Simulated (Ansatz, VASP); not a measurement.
**Two plane-wave programs on Cu4O**

```
Cu O
1.0
     3.87495    0.00000    0.00000
     0.00000    3.87495    0.00000
     0.00000    0.00000    3.87495
Cu O
4 1
Cartesian
  1.9375 1.9375 1.9375
  1.9375 0.0000 0.0000
  0.0000 1.9375 0.0000
  0.0000 0.0000 1.9375
  0.0000 0.0000 0.0000
```

Alike in both runs: task single point; functional PBE; k mesh 4 × 4 × 4; occupations gaussian, width 0.1 eV; collinear spin.

|  | VASP | Ansatz |
| --- | --- | --- |
| version | VASP 6.6.1 | Ansatz 0.2.0 |
| potentials or method | VASP PAW PBE potentials, release 64 (Cu, O), cutoff 520 eV | scalar-relativistic, plane waves, PAW |
| valence electrons in the cell | 50 | 82 |

|  | VASP | Ansatz | Ansatz less VASP |
| --- | --- | --- | --- |
| gap on the k mesh at the Fermi level (eV) | none | none | - |
| pressure (GPa) | 10.1 | 9.4 | -0.67 |
| net moment per atom (μB) | 0.00 | 0.00 | 0.000 |

A gap of «none» marks a metal or a gap that the smearing closes. The functional is the same, so the differences come from potentials, cutoffs and numerics. VASP's potentials hold 50 valence electrons a cell and Ansatz's 82, so a difference there can come from the potentials and not from the codes. Ansatz's warnings: seeded moment not kept.

The k mesh is coarse, so the values compare programs but aren't converged.
